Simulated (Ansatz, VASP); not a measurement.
Two plane-wave programs on BP

Contents of INCAR:

```
PREC = Accurate ; ENCUT = 500
EDIFF = 1E-6 ; ISMEAR = 0
SIGMA = 0.1 ; LREAL = F
LASPH = T ; NELM = 120
ALGO = Normal ; ISIF = 2
LWAVE = F ; LCHARG = F
GGA = CA ; NBANDS = 11
GGA_COMPAT = F
```

File KPOINTS:

```
Automatic mesh
0
Gamma
  8 8 8
```

Contents of POSCAR:

```
BP
1.0
    0.0000000000      2.2600000000      2.2600000000
    2.2600000000      0.0000000000      2.2600000000
    2.2600000000      2.2600000000      0.0000000000
B P
1 1
Direct
    0.0000000000      0.0000000000      0.0000000000
    0.2500000000      0.2500000000      0.2500000000
```

Input for Ansatz:

```yaml
crystal:
  lattice:
    - [0.0, 2.26, 2.26]
    - [2.26, 0.0, 2.26]
    - [2.26, 2.26, 0.0]
  atoms:
    - { symbol: B, position: [0.0, 0.0, 0.0] }
    - { symbol: P, position: [0.25, 0.25, 0.25] }
basis:
  ecutwfc: 420
kpoints:
  mp_grid: { grid: [8, 8, 8] }
hamiltonian:
  xc: lda
  pseudopotentials: { kind: paw, azcp: { folder: soft_1 } }
scf:
  occupations: { method: gaussian, width: 0.1 }
output:
  forces: true
  stress: true
  eigenvalues: true
```

Alike in both runs: task single point; functional LDA; k mesh 8 × 8 × 8; occupations gaussian, width 0.1 eV; no spin polarisation.

|  | VASP | Ansatz |
| --- | --- | --- |
| version | VASP 6.6.1 | Ansatz 0.2.0 |
| potentials or method | VASP PAW LDA potentials, release 64 (B, P), cutoff 500 eV | scalar-relativistic, plane waves, PAW |
| valence electrons in the cell | 8 | 8 |

|  | VASP | Ansatz | Ansatz less VASP |
| --- | --- | --- | --- |
| gap on the k mesh at the Fermi level (eV) | 1.20 | 1.20 | -0.001 |
| least direct gap on the mesh (eV) | 3.40 | 3.39 | -0.003 |
| pressure (GPa) | -3.4 | -3.3 | +0.11 |

Ansatz warns that its potentials were made for another functional, while VASP's fit it. LDA's correlation is that of Perdew and Zunger in VASP and of Perdew and Wang (1992) in Ansatz.
